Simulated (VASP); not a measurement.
# SiC in VASP: further runs

Runs on SiC. Level: PBE. Tasks: single point.

All numbers are computed with VASP 6.6.1; they aren't measurements. Logs are shortened: lines on timing, memory, paths and dates and some standing lists are left out, and cuts for length are marked.

## (1) The cell of the first run

It takes space group P3m1 (No. 156, trigonal). Conventional cell: a = 3.018 Å, b = 3.018 Å, c = 14.807 Å, α = 90.00°, β = 90.00°, γ = 120.00°. Within 2.5 Å of Si (site symmetry 3m) lie 4 C at 1.87 to 1.93 Å. Si (site symmetry 3m) has 4 C at 1.78 to 1.83 Å within 2.4 Å. Si (site symmetry 3m) has 4 C at 1.79 to 1.82 Å within 2.4 Å. Si (site symmetry 3m) has 4 C at 1.87 to 1.92 Å within 2.5 Å. Within 2.4 Å of Si (site symmetry 3m) lie 4 C at 1.78 to 1.82 Å. Within 2.5 Å of Si (site symmetry 3m) lie 4 C at 1.87 to 1.92 Å. Within 2.4 Å of C (site symmetry 3m) lie 4 Si at 1.82 to 1.93 Å. Within 2.4 Å of C (site symmetry 3m) lie 4 Si at 1.78 to 1.87 Å.

## (2) Single point, PBE (atoms displaced along a vibrational mode, the cell strained)

Contents of INCAR:

```
PREC = Accurate
ENCUT = 520
EDIFF = 1E-6
ISMEAR = 0
SIGMA = 0.05
LREAL = F
LASPH = T
NELM = 100
ALGO = Normal
ISIF = 2
LWAVE = F
LCHARG = F
GGA = PE
NBANDS = 36
```

Contents of KPOINTS:

```
Automatic mesh
0
Gamma
  12 12 2
```

Contents of POSCAR:

```
SiC
1.0
    3.0175641559      0.0000000000      0.0000000000
   -1.5087820780      2.6132872166      0.0000000000
    0.0000000000      0.0000000000     14.8066590531
Si C
6 6
Direct
    0.0000000000      0.0000000000      0.1250430731
    0.0000000000      0.0000000000      0.6250368447
    0.3333333333      0.6666666667      0.2919359287
    0.6666666667      0.3333333333      0.7916986591
    0.3333333333      0.6666666667      0.9584134991
    0.6666666667      0.3333333333      0.4582056507
    0.0000000000      0.0000000000      0.9948156354
    0.0000000000      0.0000000000      0.5045612504
    0.3333333333      0.6666666667      0.1713764111
    0.6666666667      0.3333333333      0.6622826619
    0.3333333333      0.6666666667      0.8380112040
    0.6666666667      0.3333333333      0.3286191816
```

Potentials or basis: VASP PAW PBE potentials, release 64 (Si, C).

Run with:

```bash
$ cat potpaw_PBE.64/Si/POTCAR potpaw_PBE.64/C/POTCAR > POTCAR
$ mpirun -np 1 vasp_std > vasp.out
```

OUTCAR:

```text
PREC = Accurate
   ENCUT = 520
   EDIFF = 1E-6
   ISMEAR = 0
   LREAL = F
   LASPH = T
   NELM = 100
   ISIF = 2
   GGA = PE

 ion  position               nearest neighbor table
   1  0.000  0.000  0.125-   9 1.87   9 1.87   9 1.87   7 1.93   5 3.02   5 3.02   5 3.02   3 3.02
                             3 3.02   3 3.02
   2  0.000  0.000  0.625-   8 1.78  10 1.83  10 1.83  10 1.83   4 3.02   4 3.02   4 3.02   6 3.02
                             6 3.02   6 3.02
   3  0.333  0.667  0.292-   9 1.79  12 1.82  12 1.82  12 1.82   6 3.02   6 3.02   6 3.02   1 3.02
                             1 3.02   1 3.02
   4  0.667  0.333  0.792-  11 1.87  11 1.87  11 1.87  10 1.92   2 3.02   2 3.02   2 3.02   5 3.02
                             5 3.02   5 3.02
   5  0.333  0.667  0.958-  11 1.78   7 1.82   7 1.82   7 1.82   1 3.02   1 3.02   1 3.02   4 3.02
                             4 3.02   4 3.02
   6  0.667  0.333  0.458-   8 1.87   8 1.87   8 1.87  12 1.92   3 3.02   3 3.02   3 3.02   2 3.02
                             2 3.02   2 3.02
   7  0.000  0.000  0.995-   5 1.82   5 1.82   5 1.82   1 1.93
   8  0.000  0.000  0.505-   2 1.78   6 1.87   6 1.87   6 1.87
   9  0.333  0.667  0.171-   3 1.79   1 1.87   1 1.87   1 1.87
  10  0.667  0.333  0.662-   2 1.83   2 1.83   2 1.83   4 1.92
  11  0.333  0.667  0.838-   5 1.78   4 1.87   4 1.87   4 1.87
  12  0.667  0.333  0.329-   3 1.82   3 1.82   3 1.82   6 1.92

  LATTYP: Found a hexagonal cell.
 ALAT       =     3.0175641559
 C/A-ratio  =     4.9068249383

  Lattice vectors:

 A1 = (   3.0175641559,   0.0000000000,   0.0000000000)
 A2 = (  -1.5087820780,   2.6132872166,   0.0000000000)
 A3 = (   0.0000000000,   0.0000000000,  14.8066590531)

Analysis of symmetry for initial positions (statically):
=====================================================================
 Subroutine PRICEL returns:
 Original cell was already a primitive cell.

 Routine SETGRP: Setting up the symmetry group for a
 hexagonal supercell.

 Subroutine GETGRP returns: Found  6 space group operations
 (whereof  6 operations were pure point group operations)
 out of a pool of 24 trial point group operations.

The static configuration has the point symmetry C_3v.

Analysis of symmetry for dynamics (positions and initial velocities):
=====================================================================
 Subroutine PRICEL returns:
 Original cell was already a primitive cell.

 Routine SETGRP: Setting up the symmetry group for a
 hexagonal supercell.

 Subroutine GETGRP returns: Found  6 space group operations
 (whereof  6 operations were pure point group operations)
 out of a pool of 24 trial point group operations.

The dynamic configuration has the point symmetry C_3v.

 Subroutine INISYM returns: Found  6 space group operations
 (whereof  6 operations are pure point group operations),
 and found     1 'primitive' translations

----------------------------------------------------------------------------------------

                                     Primitive cell

  volume of cell :     116.7618

  direct lattice vectors                    reciprocal lattice vectors
     3.017564156  0.000000000  0.000000000     0.331393120  0.191329907  0.000000000
    -1.508782078  2.613287217  0.000000000     0.000000000  0.382659814  0.000000000
     0.000000000  0.000000000 14.806659053     0.000000000  0.000000000  0.067537180

  length of vectors
     3.017564156  3.017564156 14.806659053     0.382659814  0.382659814  0.067537180

  position of ions in fractional coordinates (direct lattice)
     0.000000000  0.000000000  0.125043073
     0.000000000  0.000000000  0.625036845
     0.333333333  0.666666667  0.291935929
     0.666666667  0.333333333  0.791698659
     0.333333333  0.666666667  0.958413499
     0.666666667  0.333333333  0.458205651
     0.000000000  0.000000000  0.994815635
     0.000000000  0.000000000  0.504561250
     0.333333333  0.666666667  0.171376411
     0.666666667  0.333333333  0.662282662
     0.333333333  0.666666667  0.838011204
     0.666666667  0.333333333  0.328619182

  ion indices of the primitive-cell ions
   primitive index   ion index
                 1           1
                 2           2
                 3           3
                 4           4
                 5           5
                 6           6
                 7           7
                 8           8
                 9           9
                10          10
                11          11
                12          12

----------------------------------------------------------------------------------------

 KPOINTS: Automatic mesh

Automatic generation of k-mesh.
 Grid dimensions read from file:
 generate k-points for:   12   12    2

 Generating k-lattice:

  Cartesian coordinates                     Fractional coordinates (reciprocal lattice)
     0.027616093  0.015944159  0.000000000     0.083333333 -0.000000000  0.000000000
     0.000000000  0.031888318  0.000000000     0.000000000  0.083333333  0.000000000
     0.000000000  0.000000000  0.033768590     0.000000000  0.000000000  0.500000000

  Length of vectors
     0.031888318  0.031888318  0.033768590

  Shift w.r.t. Gamma in fractional coordinates (k-lattice)
     0.000000000  0.000000000  0.000000000

 Subroutine IBZKPT returns following result:
 ===========================================

 Found     38 irreducible k-points:

 Following reciprocal coordinates:
            Coordinates               Weight
  0.000000  0.000000  0.000000      1.000000
  0.083333  0.000000  0.000000      6.000000
  0.166667  0.000000  0.000000      6.000000
  0.250000  0.000000  0.000000      6.000000
  0.333333  0.000000  0.000000      6.000000
  0.416667  0.000000  0.000000      6.000000
[... 16 lines left out ...]
  0.250000  0.000000  0.500000      6.000000
  0.333333  0.000000  0.500000      6.000000
 [... further k-points ...]
   k-points           NKPTS =     38   k-points in BZ     NKDIM =     38   number of bands    NBANDS=     36
   number of dos      NEDOS =    301   number of ions     NIONS =     12
   total plane-waves  NPLWV =  64512
   dimension x,y,z NGX =    24 NGY =   24 NGZ =  112
   dimension x,y,z NGXF=    48 NGYF=   48 NGZF=  224
   ions per type =               6   6
   NGX,Y,Z   is equivalent  to a cutoff of  13.22, 13.22, 12.58 a.u.
   NGXF,Y,Z  is equivalent  to a cutoff of  26.44, 26.44, 25.15 a.u.
 SYSTEM =  unknown system
   PREC   = accura    normal or accurate (medium, high low for compatibility)
   ISTART =      0    job   : 0-new  1-cont  2-samecut
   ICHARG =      2    charge: 1-file 2-atom 10-const
   ISPIN  =      1    spin polarized calculation?
   LNONCOLLINEAR =      F non collinear calculations
   LSORBIT =      F    spin-orbit coupling
   LASPH  =      T    aspherical Exc in radial PAW
   ENCUT  =  520.0 eV  38.22 Ry    6.18 a.u.   5.61  5.61 27.53*2*pi/ulx,y,z
   NELM   =    100;   NELMIN=  2; NELMDL= -5     # of ELM steps
   EDIFF  = 0.1E-05   stopping-criterion for ELM
   LREAL  =      F    real-space projection
   EDIFFG = 0.1E-04   stopping-criterion for IOM
   NSW    =      0    number of steps for IOM
   IBRION =     -1    ionic relax: 0-MD 1-quasi-New 2-CG
   NFREE  =      0    steps in history (QN), initial steepest desc. (CG)
   ISIF   =      2    stress and relaxation
   ISYM   =      2    0-nonsym 1-usesym 2-fastsym
   POTIM  = 0.5000    time-step for ionic-motion
   TEBEG  =    0.0;   TEEND  =   0.0 temperature during run
   PSTRESS=    0.0 pullay stress
   NELECT =      48.0000    total number of electrons
   NUPDOWN=      -1.0000    fix difference up-down
   EMIN   =  10.00;   EMAX   =-10.00  energy-range for DOS
   EFERMI =   0.00;   METHOD = LEGACY
   ISMEAR =     0;   SIGMA  =   0.05  broadening in eV -4-tet -1-fermi 0-gaus
   EFERMI_NEDOS =   21; number of points for ismear=-14 and -15
   IALGO  =     38    algorithm
   IMIX   =      4    mixing-type and parameters
     AMIX     =   0.40;   BMIX     =  1.00
     AMIX_MAG =   1.60;   BMIX_MAG =  1.00
  volume/ion in A,a.u.               =       9.73        65.66
  Fermi-wavevector in a.u.,A,eV,Ry     =   1.217274  2.300314 20.160513  1.481756
  Thomas-Fermi vector in A             =   2.352600
   LORBIT       =      0    0 simple, 1 ext, 2 COOP (PROOUT), +10 PAW based schemes
   GGA     = PE    functional components
   LHFCALC =     F    Hartree Fock is set to
   AEXX    =    0.0000 exact exchange contribution
   IVDW    =     0    specifies the selected vdW correction
   LEPSILON=     F    determine dielectric tensor
   LRPA    =     F    only Hartree local field effects (RPA)
 non-spin polarized calculation
 Gauss-broadening in eV      SIGMA  =   0.05
  energy-cutoff  :      520.00
  volume of cell :      116.76
 maximum number of plane-waves:      3199
 NGX is ok and might be reduce to    24
   NGX = 11   NGY = 11   NGZ = 55

 number of electron      47.9999996 magnetization

 Free energy of the ion-electron system (eV)
  ---------------------------------------------------
  ext. energy  EPLUGINS =         0.00000000
  ---------------------------------------------------
  free energy    TOTEN  =       -89.36029453 eV

  energy without entropy =      -89.36029453  energy(sigma->0) =      -89.36029453

 E-fermi :   9.1921     XC(G=0): -11.6255

 val. band max:        8.9046985033   @ k =   0.0000   0.0000   0.0000
 cond. band min:      10.8345305149   @ k =   0.5000   0.0000   0.0000
 fundamental gap:      1.9298320116
 Fermi energy:         9.1921198389

 k-point     1 :       0.0000    0.0000    0.0000
  band No.  band energies     occupation
      1      -7.1025      2.00000
      2      -6.5683      2.00000
      3      -6.5253      2.00000
      4      -4.9053      2.00000
      5      -4.8705      2.00000
      6      -3.2695      2.00000
[... 28 lines left out ...]
     35      16.5981      0.00000
     36      16.6682      0.00000

 k-point     2 :       0.0833    0.0000    0.0000
  band No.  band energies     occupation
      1      -6.9759      2.00000
      2      -6.4436      2.00000
      3      -6.4002      2.00000
      4      -4.7864      2.00000
      5      -4.7514      2.00000
      6      -3.1632      2.00000
[... 28 lines left out ...]
     35      16.5404      0.00000
     36      16.6735      0.00000

 k-point     3 :       0.1667    0.0000    0.0000
  band No.  band energies     occupation
      1      -6.5991      2.00000
      2      -6.0729      2.00000
      3      -6.0281      2.00000
      4      -4.4349      2.00000
      5      -4.3993      2.00000
      6      -2.8539      2.00000
[... 28 lines left out ...]
     35      16.9315      0.00000
     36      17.2634      0.00000
[... 742 lines left out ...]
 k-point    23 :       0.2500    0.0000    0.5000
  band No.  band energies     occupation
      1      -5.8579      2.00000
      2      -5.8335      2.00000
      3      -4.9467      2.00000
      4      -4.5615      2.00000
      5      -2.9246      2.00000
      6      -2.8934      2.00000
[... 28 lines left out ...]
     35      17.2175      0.00000
     36      17.2526      0.00000

 k-point    24 :       0.3333    0.0000    0.5000
  band No.  band energies     occupation
      1      -5.0311      2.00000
      2      -5.0060      2.00000
      3      -4.1644      2.00000
      4      -3.7883      2.00000
      5      -2.3177      2.00000
      6      -2.2853      2.00000
[... 28 lines left out ...]
     35      17.0186      0.00000
     36      17.0619      0.00000

 [... further k-points ...]

------------------------ aborting loop because EDIFF is reached ----------------------------------------

  FORCE on cell =-STRESS in cart. coord.  units (eV):
  Direction    XX          YY          ZZ          XY          YZ          ZX
  --------------------------------------------------------------------------------------
  -------------------------------------------------------------------------------------
  Total       14.0360582     14.0360582     15.1220467     -0.0000000      0.0000000      0.0000000
  in kB      192.5994354    192.5994354    207.5011109     -0.0000000      0.0000000      0.0000000
  external PRESSURE =     197.5666606 kB  Pullay stress =       0.0000000 kB

 VOLUME and BASIS-vectors are now :
 -----------------------------------------------------------------------------
  energy-cutoff  :      520.00
  volume of cell :      116.76
      direct lattice vectors                 reciprocal lattice vectors
     3.017564156  0.000000000  0.000000000     0.331393120  0.191329907  0.000000000
    -1.508782078  2.613287217  0.000000000     0.000000000  0.382659814  0.000000000
     0.000000000  0.000000000 14.806659053     0.000000000  0.000000000  0.067537180

 POSITION                                       TOTAL-FORCE (eV/Angst)
 -----------------------------------------------------------------------------------
      0.00000      0.00000      1.85147         0.000000     -0.000000      0.005269
      0.00000      0.00000      9.25471        -0.000000     -0.000000      0.421897
     -0.00000      1.74219      4.32260         0.000000     -0.000000      0.264743
      1.50878      0.87110     11.72241         0.000000     -0.000000      0.146345
     -0.00000      1.74219     14.19090         0.000000     -0.000000      0.308172
      1.50878      0.87110      6.78449         0.000000     -0.000000      0.140143
      0.00000      0.00000     14.72990        -0.000000     -0.000000      2.287302
      0.00000      0.00000      7.47087        -0.000000     -0.000000     -2.747529
     -0.00000      1.74219      2.53751        -0.000000      0.000000     -2.541180
      1.50878      0.87110      9.80619        -0.000000      0.000000      2.154102
     -0.00000      1.74219     12.40815        -0.000000      0.000000     -2.642400
      1.50878      0.87110      4.86575         0.000000     -0.000000      2.203137
 -----------------------------------------------------------------------------------
    total drift:                               -0.000000     -0.000000      0.000454

  FREE ENERGIE OF THE ION-ELECTRON SYSTEM (eV)
  ---------------------------------------------------
  free  energy   TOTEN  =       -89.3602945255 eV

  energy  without entropy=      -89.3602945255  energy(sigma->0) =      -89.36029453
```

Wall time 2.2 min (1 thread of Intel Xeon Platinum 8259CL at 2.50GHz (Skylake/Cascade Lake), shared host); peak memory 0.29 GiB.

Results:

```yaml
Free_energy: -89.3603 eV
Pressure: 19.8 GPa
Largest_force: 2.748 eV/Å
Band_gap_on_the_k_mesh: 1.93 eV (least direct gap 3.05 eV)
```

Forces on the atoms (eV/Å):
```
Si   0.000  0.000  0.005
Si   0.000  0.000  0.422
Si   0.000  0.000  0.265
Si   0.000  0.000  0.146
Si   0.000  0.000  0.308
Si   0.000  0.000  0.140
C    0.000  0.000  2.287
C    0.000  0.000 -2.748
C    0.000  0.000 -2.541
C    0.000  0.000  2.154
C    0.000  0.000 -2.642
C    0.000  0.000  2.203
```

Caveat: the cell differs from its parent crystal (atoms displaced along a vibrational mode, the cell strained); the cell stands under pressure; forces of over 1 eV/Å act on the atoms, so gaps and moduli don't describe the material at rest. A k mesh can miss the band edges.

## (3) Single point, PBE (atoms displaced along a vibrational mode, the cell strained)

Contents of INCAR:

```
ALGO = Normal
EDIFF = 1E-6
ENCUT = 520
GGA = PE
ISIF = 2
ISMEAR = 0
LASPH = True
LCHARG = False
LREAL = False
LWAVE = False
NBANDS = 36
NELM = 80
PREC = Accurate
SIGMA = 0.05
```

Contents of KPOINTS:

```
k-points
0
Gamma
  12 12 2
```

Contents of POSCAR:

```
SiC
1.0
    3.0175641559      0.0000000000      0.0000000000
   -1.5087820780      2.6132872166      0.0000000000
    0.0000000000      0.0000000000     14.8066590531
Si C
6 6
Direct
    0.0000000000      0.0000000000      0.1250418274
    0.0000000000      0.0000000000      0.6250380904
    0.3333333333      0.6666666667      0.2918884748
    0.6666666667      0.3333333333      0.7917461130
    0.3333333333      0.6666666667      0.9583719294
    0.6666666667      0.3333333333      0.4582472204
    0.0000000000      0.0000000000      0.9967647584
    0.0000000000      0.0000000000      0.5026121274
    0.3333333333      0.6666666667      0.1695576612
    0.6666666667      0.3333333333      0.6641014118
    0.3333333333      0.6666666667      0.8361327995
    0.6666666667      0.3333333333      0.3304975861
```

Potentials or basis: VASP PAW PBE potentials, release 64 (Si, C).

Run with:

```bash
$ cat potpaw_PBE.64/Si/POTCAR potpaw_PBE.64/C/POTCAR > POTCAR
$ mpirun -np 1 vasp_std > vasp.out
```

Run time: 2.2 min. Hardware: 1 thread of Intel Xeon Platinum 8259CL at 2.50GHz (Skylake/Cascade Lake), shared host; peak memory 0.29 GiB.

Results (log left out):

```
Free energy            : -89.6849 eV
Pressure               : 19.1 GPa
Largest force          : 1.580 eV/Å
Band gap on the k mesh : 1.98 eV (least direct gap 3.10 eV)
```

Forces in eV/Å, atoms in the order of the input:
```
Si   0.000  0.000 -0.052
Si   0.000  0.000  0.177
Si   0.000  0.000  0.102
Si   0.000  0.000  0.049
Si   0.000  0.000  0.125
Si   0.000  0.000  0.044
C    0.000  0.000  1.431
C    0.000  0.000 -1.580
C    0.000  0.000 -1.474
C    0.000  0.000  1.336
C    0.000  0.000 -1.529
C    0.000  0.000  1.371
```

Stress tensor (GPa, compression positive):
```
18.93  0.00  0.00
 0.00 18.93  0.00
 0.00  0.00 19.35
```

Levels at points of the mesh, in eV from the valence-band top:
```tsv
k point	band 20	band 21	band 22	band 23	band 24	band 25	band 26	band 27	band 28	band 29
(0.00, 0.00, 0.00)	-0.29	-0.29	-0.05	0.00	0.00	5.71	5.87	6.30	6.81	6.92
(0.50, 0.00, 0.00)	-2.32	-1.86	-1.82	-1.73	-1.12	1.98	2.21	3.30	3.96	4.73
(0.00, 0.00, 0.50)	-0.53	-0.11	-0.11	-0.08	-0.08	5.76	5.79	6.49	6.56	7.24
(0.50, 0.00, 0.50)	-2.30	-1.84	-1.70	-1.34	-1.32	2.04	2.05	3.48	3.55	5.01
```

Caveat: the cell differs from its parent crystal (atoms displaced along a vibrational mode, the cell strained); the cell stands under pressure; forces of over 1 eV/Å act on the atoms, so gaps and moduli don't describe the material at rest. A k mesh can miss the band edges.

(Continued in part 2 of 2.)
